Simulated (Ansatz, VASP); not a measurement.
Two plane-wave programs on Be7Te

INCAR

```
SYSTEM = Be7Te
PREC = Accurate
ENCUT = 520
EDIFF = 1E-6
ISMEAR = 0
SIGMA = 0.1
LREAL = .FALSE.
LASPH = .TRUE.
NELM = 60
ALGO = Fast
ISIF = 2
LWAVE = .FALSE.
LCHARG = .FALSE.
GGA = PE
NBANDS = 20
```

The input KPOINTS:

```
Automatic mesh
0
G
  6 6 4
  0 0 0
```

Contents of POSCAR:

```
Be7Te
1.0
    5.5152569400      0.0000000000      0.0000000000
   -2.7576284700      4.7763526200      0.0000000000
    0.0000000000      0.0000000000      4.3163989200
Be Te
7 1
Direct
    0.0084132500      0.5042066200      0.0000000000
    0.4957933800      0.9915867500      0.0000000000
    0.4957933800      0.5042066200      0.0000000000
    0.1697076500      0.8302923500      0.5000000000
    0.1697076500      0.3394153000      0.5000000000
    0.6605847000      0.8302923500      0.5000000000
    0.6666666700      0.3333333300      0.5000000000
    0.0000000000      0.0000000000      0.0000000000
```

Input for Ansatz:

```yaml
crystal:
  lattice:
    - [5.51525694, 0.0, 0.0]
    - [-2.75762847, 4.77635262, 0.0]
    - [0.0, 0.0, 4.31639892]
  atoms:
    - { symbol: Be, position: [0.00841325, 0.50420662, 0.0] }
    - { symbol: Be, position: [0.49579338, 0.99158675, 0.0] }
    - { symbol: Be, position: [0.49579338, 0.50420662, 0.0] }
    - { symbol: Be, position: [0.16970765, 0.83029235, 0.5] }
    - { symbol: Be, position: [0.16970765, 0.3394153, 0.5] }
    - { symbol: Be, position: [0.6605847, 0.83029235, 0.5] }
    - { symbol: Be, position: [0.66666667, 0.33333333, 0.5] }
    - { symbol: Te, position: [0.0, 0.0, 0.0] }
basis:
  ecutwfc: 420
kpoints:
  mp_grid: { grid: [6, 6, 4] }
hamiltonian:
  xc: pbe
scf:
  occupations: { method: gaussian, width: 0.1 }
  lower_state_search: "off"
output:
  forces: true
  stress: true
  eigenvalues: true
```

Change from the starting cell: species swapped into the YMg7 type (P-6m2, No. 187).

Alike in both runs: task single point; functional PBE; k mesh 6 × 6 × 4; occupations gaussian, width 0.1 eV; no spin polarisation.

```csv
,VASP,Ansatz
version,VASP 6.6.1,Ansatz 0.2.0
potentials or method,"VASP PAW PBE potentials, release 64 (Be, Te), cutoff 520 eV","scalar-relativistic, plane waves, PAW"
valence electrons in the cell,20,30
```

```tsv
	VASP	Ansatz	Ansatz less VASP
gap on the k mesh at the Fermi level (eV)	none	none	-
pressure (GPa)	-13.9	-14.0	-0.05
traceless stress, the component that is largest in VASP (GPa)	-1.26	-1.27	-0.011
rms of the force components (eV/Å)	0.395	0.393	-0.0014
```

Atom by atom the forces differ by 0.001 eV/Å (rms over components). A gap of «none» marks a metal or a gap that the smearing closes. VASP's potentials hold 20 valence electrons a cell and Ansatz's 30, so a difference there can come from the potentials and not from the codes.

The k mesh is coarse, so the values compare programs but aren't converged. Neither program's run includes spin-orbit coupling.
